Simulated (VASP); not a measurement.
# K in VASP: single point with PBE

Aim: the single point of K with PBE.

Everything below comes from runs of VASP 6.6.1. Logs are shortened: lines on timing, memory, paths and dates and some standing lists are left out, and cuts for length are marked.

### 1 The cell of the first run

The cell holds a slab with vacuum, 5 atoms: a = 4.762 Å, b = 4.762 Å, c = 30.660 Å, α = 90.00°, β = 90.00°, γ = 120.00°.

### 2 Single point, PBE

Input file INCAR:

```
SYSTEM = K
  ALGO = Normal
  EDIFF = 1E-6
  ENCUT = 520
  GGA = PE
  ISIF = 2
  ISMEAR = -5
  LASPH = .TRUE.
  LCHARG = .FALSE.
  LREAL = .FALSE.
  LWAVE = .FALSE.
  NBANDS = 30
  NELM = 60
  PREC = Accurate
  SIGMA = 0.05
```

Input file KPOINTS:

```
k-points
0
G
  4 4 1
  0 0 0
```

Input file POSCAR:

```
K
1.0
    4.7623960204      0.0000000000      0.0000000000
   -2.3811980102      4.1243559365      0.0000000000
    0.0000000000      0.0000000000     30.6599426400
K
5
Direct
    0.6666666700      0.3333333400      0.2446188529
    0.3333333300      0.6666666600      0.3723094265
    0.6666666700      0.3333333400      0.5000000000
    0.3333333300      0.6666666600      0.6276905735
    0.6666666700      0.3333333400      0.7553811471
```

Potentials or basis: VASP PAW PBE potentials, release 64 (K_sv).

Started as:

```bash
cat potpaw_PBE.64/K_sv/POTCAR > POTCAR
mpirun -np 1 vasp_std > vasp.out
```

OUTCAR:

```text
SYSTEM = K
   EDIFF = 1E-6
   ENCUT = 520
   GGA = PE
   ISIF = 2
   ISMEAR = -5
   LASPH = .TRUE.
   LREAL = .FALSE.
   NELM = 60
   PREC = Accurate

 ion  position               nearest neighbor table
   1  0.667  0.333  0.245-
   2  0.333  0.667  0.372-
   3  0.667  0.333  0.500-
   4  0.333  0.667  0.628-
   5  0.667  0.333  0.755-

  LATTYP: Found a hexagonal cell.
 ALAT       =     4.7623960204
 C/A-ratio  =     6.4379237906

  Lattice vectors:

 A1 = (   4.7623960204,   0.0000000000,   0.0000000000)
 A2 = (  -2.3811980102,   4.1243559365,   0.0000000000)
 A3 = (   0.0000000000,   0.0000000000,  30.6599426400)

Analysis of symmetry for initial positions (statically):
=====================================================================
 Subroutine PRICEL returns:
 Original cell was already a primitive cell.

 Routine SETGRP: Setting up the symmetry group for a
 hexagonal supercell.

 Subroutine GETGRP returns: Found 12 space group operations
 (whereof 12 operations were pure point group operations)
 out of a pool of 24 trial point group operations.

The static configuration has the point symmetry D_3h.

Analysis of symmetry for dynamics (positions and initial velocities):
=====================================================================
 Subroutine PRICEL returns:
 Original cell was already a primitive cell.

 Routine SETGRP: Setting up the symmetry group for a
 hexagonal supercell.

 Subroutine GETGRP returns: Found 12 space group operations
 (whereof 12 operations were pure point group operations)
 out of a pool of 24 trial point group operations.

The dynamic configuration has the point symmetry D_3h.

 Subroutine INISYM returns: Found 12 space group operations
 (whereof 12 operations are pure point group operations),
 and found     1 'primitive' translations

----------------------------------------------------------------------------------------

                                     Primitive cell

  volume of cell :     602.2170

  direct lattice vectors                    reciprocal lattice vectors
     4.762396020  0.000000000  0.000000000     0.209978338  0.121231050  0.000000000
    -2.381198010  4.124355936  0.000000000     0.000000000  0.242462100  0.000000000
     0.000000000  0.000000000 30.659942640     0.000000000  0.000000000  0.032615847

  length of vectors
     4.762396020  4.762396020 30.659942640     0.242462100  0.242462100  0.032615847

  position of ions in fractional coordinates (direct lattice)
     0.666666670  0.333333340  0.244618853
     0.333333330  0.666666660  0.372309427
     0.666666670  0.333333340  0.500000000
     0.333333330  0.666666660  0.627690573
     0.666666670  0.333333340  0.755381147

  ion indices of the primitive-cell ions
   primitive index   ion index
                 1           1
                 2           2
                 3           3
                 4           4
                 5           5

----------------------------------------------------------------------------------------

 KPOINTS: k-points

Automatic generation of k-mesh.
 Grid dimensions read from file:
 generate k-points for:    4    4    1

 Generating k-lattice:

  Cartesian coordinates                     Fractional coordinates (reciprocal lattice)
     0.052494584  0.030307762  0.000000000     0.250000000  0.000000000  0.000000000
     0.000000000  0.060615525  0.000000000     0.000000000  0.250000000  0.000000000
     0.000000000  0.000000000  0.032615847     0.000000000  0.000000000  1.000000000

  Length of vectors
     0.060615525  0.060615525  0.032615847

  Shift w.r.t. Gamma in fractional coordinates (k-lattice)
     0.000000000  0.000000000  0.000000000

 TETIRR: Found     10 inequivalent tetrahedra from       96

 Subroutine IBZKPT returns following result:
 ===========================================

 Found      4 irreducible k-points:

 Following reciprocal coordinates:
            Coordinates               Weight
  0.000000  0.000000  0.000000      1.000000
  0.250000  0.000000  0.000000      6.000000
  0.500000  0.000000  0.000000      3.000000
  0.250000  0.250000  0.000000      6.000000
   k-points           NKPTS =      4   k-points in BZ     NKDIM =      4   number of bands    NBANDS=     30
   number of dos      NEDOS =    301   number of ions     NIONS =      5
   total plane-waves  NPLWV = 311040
   dimension x,y,z NGX =    36 NGY =   36 NGZ =  240
   dimension x,y,z NGXF=    72 NGYF=   72 NGZF=  480
   ions per type =               5
   NGX,Y,Z   is equivalent  to a cutoff of  12.57, 12.57, 13.01 a.u.
   NGXF,Y,Z  is equivalent  to a cutoff of  25.13, 25.13, 26.03 a.u.
 SYSTEM =  K
   PREC   = accura    normal or accurate (medium, high low for compatibility)
   ISTART =      0    job   : 0-new  1-cont  2-samecut
   ICHARG =      2    charge: 1-file 2-atom 10-const
   ISPIN  =      1    spin polarized calculation?
   LNONCOLLINEAR =      F non collinear calculations
   LSORBIT =      F    spin-orbit coupling
   LASPH  =      T    aspherical Exc in radial PAW
   ENCUT  =  520.0 eV  38.22 Ry    6.18 a.u.   8.85  8.85 57.01*2*pi/ulx,y,z
   NELM   =     60;   NELMIN=  2; NELMDL= -5     # of ELM steps
   EDIFF  = 0.1E-05   stopping-criterion for ELM
   LREAL  =      F    real-space projection
   EDIFFG = 0.1E-04   stopping-criterion for IOM
   NSW    =      0    number of steps for IOM
   IBRION =     -1    ionic relax: 0-MD 1-quasi-New 2-CG
   NFREE  =      0    steps in history (QN), initial steepest desc. (CG)
   ISIF   =      2    stress and relaxation
   ISYM   =      2    0-nonsym 1-usesym 2-fastsym
   POTIM  = 0.5000    time-step for ionic-motion
   TEBEG  =    0.0;   TEEND  =   0.0 temperature during run
   PSTRESS=    0.0 pullay stress
   NELECT =      45.0000    total number of electrons
   NUPDOWN=      -1.0000    fix difference up-down
   EMIN   =  10.00;   EMAX   =-10.00  energy-range for DOS
   EFERMI =   0.00;   METHOD = LEGACY
   ISMEAR =    -5;   SIGMA  =   0.05  broadening in eV -4-tet -1-fermi 0-gaus
   EFERMI_NEDOS =   21; number of points for ismear=-14 and -15
   IALGO  =     38    algorithm
   IMIX   =      4    mixing-type and parameters
     AMIX     =   0.40;   BMIX     =  1.00
     AMIX_MAG =   1.60;   BMIX_MAG =  1.00
  volume/ion in A,a.u.               =     120.44       812.79
  Fermi-wavevector in a.u.,A,eV,Ry     =   0.689543  1.303047  6.469156  0.475470
  Thomas-Fermi vector in A             =   1.770658
   LORBIT       =      0    0 simple, 1 ext, 2 COOP (PROOUT), +10 PAW based schemes
   GGA     = PE    functional components
   LHFCALC =     F    Hartree Fock is set to
   AEXX    =    0.0000 exact exchange contribution
   IVDW    =     0    specifies the selected vdW correction
   LEPSILON=     F    determine dielectric tensor
   LRPA    =     F    only Hartree local field effects (RPA)
 non-spin polarized calculation
 Fermi weights with tetrahedron method with Bloechl corrections
  energy-cutoff  :      520.00
  volume of cell :      602.22
 maximum number of plane-waves:     16263
 NGX is ok and might be reduce to    36
   NGX = 17   NGY = 17   NGZ =115

 number of electron      45.0000006 magnetization

 Free energy of the ion-electron system (eV)
  ---------------------------------------------------
  ext. energy  EPLUGINS =         0.00000000
  ---------------------------------------------------
  free energy    TOTEN  =        -4.96749227 eV

  energy without entropy =       -4.96749227  energy(sigma->0) =       -4.96749227

 E-fermi :  -0.9384     XC(G=0):  -3.9469

 val. band max:       -0.9530294794   @ k =   0.2500   0.2500   0.0000
 cond. band min:      -0.6814079554   @ k =   0.5000   0.0000   0.0000
 fundamental gap:      0.2716215240
 Fermi energy:        -0.9383838388

 k-point     1 :       0.0000    0.0000    0.0000
  band No.  band energies     occupation
      1     -33.2564      2.00000
      2     -33.2564      2.00000
      3     -33.0344      2.00000
      4     -33.0184      2.00000
      5     -33.0183      2.00000
      6     -16.7539      2.00000
[... 22 lines left out ...]
     29       1.0999      0.00000
     30       1.8342      0.00000

 k-point     2 :       0.2500    0.0000    0.0000
  band No.  band energies     occupation
      1     -33.2554      2.00000
      2     -33.2554      2.00000
      3     -33.0334      2.00000
      4     -33.0174      2.00000
      5     -33.0173      2.00000
      6     -16.7508      2.00000
[... 22 lines left out ...]
     29       1.4785      0.00000
     30       1.6006      0.00000

 k-point     3 :       0.5000    0.0000    0.0000
  band No.  band energies     occupation
      1     -33.2544      2.00000
      2     -33.2544      2.00000
      3     -33.0323      2.00000
      4     -33.0164      2.00000
      5     -33.0164      2.00000
      6     -16.7485      2.00000
[... 22 lines left out ...]
     29       0.7266      0.00000
     30       0.8654      0.00000

 k-point     4 :       0.2500    0.2500    0.0000
  band No.  band energies     occupation
      1     -33.2544      2.00000
      2     -33.2544      2.00000
      3     -33.0323      2.00000
      4     -33.0164      2.00000
      5     -33.0164      2.00000
      6     -16.7478      2.00000
[... 22 lines left out ...]
     29       0.7740      0.00000
     30       0.9078      0.00000

------------------------ aborting loop because EDIFF is reached ----------------------------------------

  FORCE on cell =-STRESS in cart. coord.  units (eV):
  Direction    XX          YY          ZZ          XY          YZ          ZX
  --------------------------------------------------------------------------------------
  -------------------------------------------------------------------------------------
  Total       -0.0719289     -0.0719289     -1.0389558      0.0000000      0.0000000     -0.0000000
  in kB       -0.1913642     -0.1913642     -2.7641058      0.0000000      0.0000000     -0.0000000
  external PRESSURE =      -1.0489448 kB  Pullay stress =       0.0000000 kB

 VOLUME and BASIS-vectors are now :
 -----------------------------------------------------------------------------
  energy-cutoff  :      520.00
  volume of cell :      602.22
      direct lattice vectors                 reciprocal lattice vectors
     4.762396020  0.000000000  0.000000000     0.209978338  0.121231050  0.000000000
    -2.381198010  4.124355936  0.000000000     0.000000000  0.242462100  0.000000000
     0.000000000  0.000000000 30.659942640     0.000000000  0.000000000  0.032615847

 POSITION                                       TOTAL-FORCE (eV/Angst)
 -----------------------------------------------------------------------------------
      2.38120      1.37479      7.50000        -0.000000     -0.000000      0.066420
      0.00000      2.74957     11.41499         0.000000     -0.000000     -0.004171
      2.38120      1.37479     15.32997         0.000000      0.000000      0.000000
      0.00000      2.74957     19.24496         0.000000     -0.000000      0.004171
      2.38120      1.37479     23.15994        -0.000000     -0.000000     -0.066420
 -----------------------------------------------------------------------------------
    total drift:                                0.000000     -0.000022      0.000000

  FREE ENERGIE OF THE ION-ELECTRON SYSTEM (eV)
  ---------------------------------------------------
  free  energy   TOTEN  =        -4.9674922745 eV

  energy  without entropy=       -4.9674922745  energy(sigma->0) =       -4.96749227
```

Run time: 1.8 min. Hardware: 1 thread of AMD EPYC 7R13 (Zen 3), shared host; peak memory 0.55 GiB.

Results:

| Item | Value |
| --- | --- |
| Free energy | -4.9675 eV |
| Largest force | 0.066 eV/Å |
| Band gap on the k mesh | zero (an odd number of electrons rules out a gap without spin polarisation) |

Forces in eV/Å, atoms in the order of the input:
```
K    0.000  0.000  0.066
K    0.000  0.000 -0.004
K    0.000  0.000  0.000
K    0.000  0.000  0.004
K    0.000  0.000 -0.066
```

Caveat: the k points lie up to 0.38 Å⁻¹ apart, too coarse for converged energies and pressures of a metal; tetrahedron occupations give inexact forces and stress in metals.
